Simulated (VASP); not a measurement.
Wanted: the native input for a VASP 6.6.1 run.

```
Task                   : single point
Functional             : PBE
Potentials or basis    : VASP PAW PBE potentials, release 64 (Si)
Cutoff                 : 520 eV
k mesh                 : 8 × 8 × 8
Occupations            : gaussian, width 0.02 eV
Spin                   : no spin polarisation
Dipole correction      : no
Further INCAR settings : ALGO = Normal; EDIFF = 1e-06; NBANDS = 11
```

The structure of Si lies in POSCAR:

```
Si
1.0
    0.0000000000      2.7350468237      2.7350468237
    2.7350468237      0.0000000000      2.7350468237
    2.7350468237      2.7350468237      0.0000000000
Si
2
Direct
    0.2500000000      0.2500000000      0.2500000000
    0.0000000000      0.0000000000      0.0000000000
```

The input as run:

INCAR

```
PREC = Accurate
ENCUT = 520
EDIFF = 1E-6
ISMEAR = 0
SIGMA = 0.02
LREAL = F
LASPH = T
NELM = 80
ALGO = Normal
ISIF = 2
LWAVE = F
LCHARG = F
GGA = PE
NBANDS = 11
```

KPOINTS

```
regular mesh
0
Gamma
  8 8 8
```

Potentials or basis: VASP PAW PBE potentials, release 64 (Si).

Command:

```bash
$ cat potpaw_PBE.64/Si/POTCAR > POTCAR
$ mpirun -np 1 vasp_std > vasp.out
```

Results of the run:

```
Pressure               : -0.1 GPa
Band gap on the k mesh : 0.65 eV (least direct gap 2.56 eV)
```

Caveat: semilocal functionals underestimate gaps, and a narrow one can read as zero.

Wall time 20 s on 1 thread of Intel Xeon 8259CL, on a shared host, peak memory 0.16 GiB.
